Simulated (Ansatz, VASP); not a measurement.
**One calculation of MgH2, two programs**

```
CELL_PARAMETERS angstrom
-1.90938 1.90938 4.74006
1.90938 -1.90938 4.74006
1.90938 1.90938 -4.74006
ATOMIC_POSITIONS crystal
Mg 0.75000 0.25000 0.50000
Mg 0.00000 0.00000 0.00000
H 0.53982 0.03982 0.50000
H 0.78982 0.78982 0.00000
H 0.21018 0.21018 0.00000
H 0.96018 0.46018 0.50000
```

Alike in both runs: task single point; functional r2SCAN; k mesh 8 × 8 × 8; no spin polarisation.

|  | VASP | Ansatz |
| --- | --- | --- |
| version | VASP 6.6.1 | Ansatz 0.2.0 |
| potentials or method | VASP PAW PBE potentials, release 64 (Mg, H) | plane waves, PAW |
| plane-wave cutoff (eV) | 520 | 500 |
| occupations | gaussian, width 0.01 eV | fixed |
| valence electrons in the cell | 8 | 24 |

```csv
,VASP,Ansatz,Ansatz less VASP
gap on the k mesh at the Fermi level (eV),4.07,4.09,+0.013
pressure (GPa),-1.7,-1.4,+0.37
"traceless stress, the component that is largest in VASP (GPa)",-0.16,-0.11,+0.049
rms of the force components (eV/Å),0.017,0.015,-0.0018
```

VASP's potentials were made for PBE, not for r2SCAN. Atom by atom the forces differ by 0.002 eV/Å (rms over components). VASP's potentials hold 8 valence electrons a cell and Ansatz's 24, so a difference there can come from the potentials and not from the codes.
